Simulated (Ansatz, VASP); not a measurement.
## Two plane-wave programs on SnO2

```
CELL_PARAMETERS angstrom
4.71297 0.00000 0.00000
0.00000 4.71297 0.00000
0.00000 0.00000 3.16808
ATOMIC_POSITIONS crystal
Sn 0.00000 0.00000 0.00000
Sn 0.50000 0.50000 0.50000
O 0.30525 0.30525 0.00000
O 0.19475 0.80525 0.50000
O 0.80525 0.19475 0.50000
O 0.69475 0.69475 0.00000
```

Change from the starting cell: hydrostatic strain -1.0%.

Alike in both runs: task single point; functional PBE; k mesh 6 × 6 × 8; occupations fermi-dirac, width 0.02 eV; no spin polarisation.

```csv
,VASP,Ansatz
version,VASP 6.6.1,Ansatz 0.2.0
potentials or method,"VASP PAW PBE potentials, release 64 (Sn_d, O)","plane waves, PAW"
plane-wave cutoff (eV),520,420
valence electrons in the cell,52,52
```

```tsv
	VASP	Ansatz	Ansatz less VASP
gap on the k mesh at the Fermi level (eV)	1.43	1.44	+0.009
pressure (GPa)	15.4	14.6	-0.72
traceless stress, the component that is largest in VASP (GPa)	2.42	2.21	-0.217
rms of the force components (eV/Å)	0.023	0.015	-0.0078
```

Atom by atom the forces differ by 0.008 eV/Å (rms over components). The functional is the same, so the differences come from potentials, cutoffs and numerics.
